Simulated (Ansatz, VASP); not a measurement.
**One calculation of Sb, two programs**

```xyz
2
Lattice="3.1635 0.0000 0.0000 0.0000 4.4047 0.0000 -0.0394 0.0000 4.4638" Properties=species:S:1:pos:R:3 pbc="T T T"
Sb    0.0265    1.1012    1.0765
Sb    3.0975    3.3035    3.3873
```

Change from the starting cell: volume scaled by 1.04.

Alike in both runs: task single point; functional PBE; k mesh 9 × 6 × 6; occupations fermi-dirac, width 0.05 eV; no spin polarisation.

|  | VASP | Ansatz |
| --- | --- | --- |
| version | VASP 6.6.1 | Ansatz 0.2.0 |
| potentials or method | VASP PAW PBE potentials, release 64 (Sb), cutoff 520 eV | all-electron LAPW, scalar-relativistic |

VASP gave:

- gap on the k mesh at the Fermi level (eV): none
- pressure (GPa): -1.6
- traceless stress, the component that is largest in VASP (GPa): 0.40
- rms of the force components (eV/Å): 0.018

Problem. Which values does Ansatz return?

Solution. gap on the k mesh at the Fermi level (eV): none; pressure (GPa): -1.5; traceless stress, the component that is largest in VASP (GPa): 0.41; rms of the force components (eV/Å): 0.018.

Atom by atom the forces differ by 0.003 eV/Å (rms over components). A gap of «none» marks a metal or a gap that the smearing closes. Ansatz ran all-electron here, and VASP with PAW potentials.

Spin-orbit coupling is off throughout.
